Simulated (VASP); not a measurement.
AlN: relaxation of the atoms with LDA

System: AlN, a slab with vacuum.

```
Al N
1.0
     3.08868    0.00000    0.00000
     0.00000    4.94329    0.00000
     0.00000    0.00000   19.56650
Al N
4 4
Direct
  0.00000 0.05901 0.40886
  0.50000 0.55901 0.45443
  0.50000 0.05901 0.54557
  0.00000 0.55901 0.59114
  0.00000 0.44099 0.40886
  0.50000 0.94099 0.45443
  0.50000 0.44099 0.54557
  0.00000 0.94099 0.59114
```

* Program: VASP 6.6.1
* Task: relaxation of the atoms
* Functional: LDA
* Potentials or basis: VASP PAW LDA potentials, release 64 (Al, N)
* Cutoff: 520 eV
* k mesh: 10 × 6 × 1
* Occupations: fermi-dirac, width 0.02 eV
* Spin: no spin polarisation
* Dipole correction: yes
* Further INCAR settings: ALGO = Normal; EDIFF = 1e-06; IBRION = 2; EDIFFG = -0.01; NSW = 60

- Energy gained by relaxing: 139.6 meV/atom
- Ionic steps: 24
- Largest force after relaxing: 0.009 eV/Å
- Band gap on the k mesh: 2.59 eV (least direct gap 2.68 eV)

Forces on the atoms (eV/Å):
```
Al   0.000  0.003  0.007
Al   0.000  0.007  0.001
Al   0.000  0.007 -0.001
Al   0.000  0.003 -0.007
N    0.000 -0.008  0.003
N    0.000 -0.002  0.005
N    0.000 -0.002 -0.005
N    0.000 -0.008 -0.003
```

Step by step:
```tsv
step	energy change (eV)	largest force (eV/Å)	pressure (GPa)
1	0.0000	2.6533	-2.13
2	-0.8546	1.1704	-0.11
3	-0.8839	1.1538	0.50
4	-0.9991	0.6587	0.97
5	-0.9991	0.6619	0.98
6	-1.0690	0.5975	1.65
7	-1.0726	0.6765	1.84
8	-1.1081	0.2364	2.27
9	-1.1084	0.2239	2.23
10	-1.1135	0.1104	2.12
11	-1.1135	0.1108	2.12
12	-1.1144	0.1222	2.07
13	-1.1146	0.0860	2.09
14	-1.1156	0.0652	2.01
15	-1.1159	0.0943	1.89
16	-1.1160	0.0745	1.93
17	-1.1166	0.0277	1.84
18	-1.1166	0.0306	1.84
19	-1.1166	0.0387	1.82
20	-1.1166	0.0330	1.84
21	-1.1167	0.0225	1.84
22	-1.1167	0.0231	1.84
23	-1.1167	0.0150	1.85
24	-1.1167	0.0087	1.85
```

Final structure:
```yaml
crystal:
  lattice:
    - [3.08868, 0.00000, 0.00000]
    - [0.00000, 4.94329, 0.00000]
    - [0.00000, 0.00000, 19.56650]
  atoms:
    - { symbol: Al, position: [0.00000, 0.08036, 0.42427] }
    - { symbol: Al, position: [0.50000, 0.55528, 0.44678] }
    - { symbol: Al, position: [0.50000, 0.05528, 0.55322] }
    - { symbol: Al, position: [0.00000, 0.58036, 0.57573] }
    - { symbol: N, position: [0.00000, 0.43292, 0.41115] }
    - { symbol: N, position: [0.50000, 0.93143, 0.45423] }
    - { symbol: N, position: [0.50000, 0.43143, 0.54577] }
    - { symbol: N, position: [0.00000, 0.93292, 0.58885] }
```

Levels at points of the mesh, in eV from the valence-band top:
```
           k point  band 14  band 15  band 16  band 17  band 18  band 19
(0.00, 0.00, 0.00)    -0.62    -0.45    -0.10     2.59     3.83     5.74
(0.50, 0.00, 0.00)    -1.23    -0.57    -0.17     4.17     4.77     5.72
(0.00, 0.50, 0.00)    -0.79    -0.44    -0.44     3.63     3.63     5.96
(0.50, 0.50, 0.00)    -1.47    -0.19    -0.19     4.25     4.25     6.02
```

Wall time 13 min on 4 MPI ranks on Oxide Virtual Turin-like Processor (shared host), peak memory 0.35 GiB a rank.
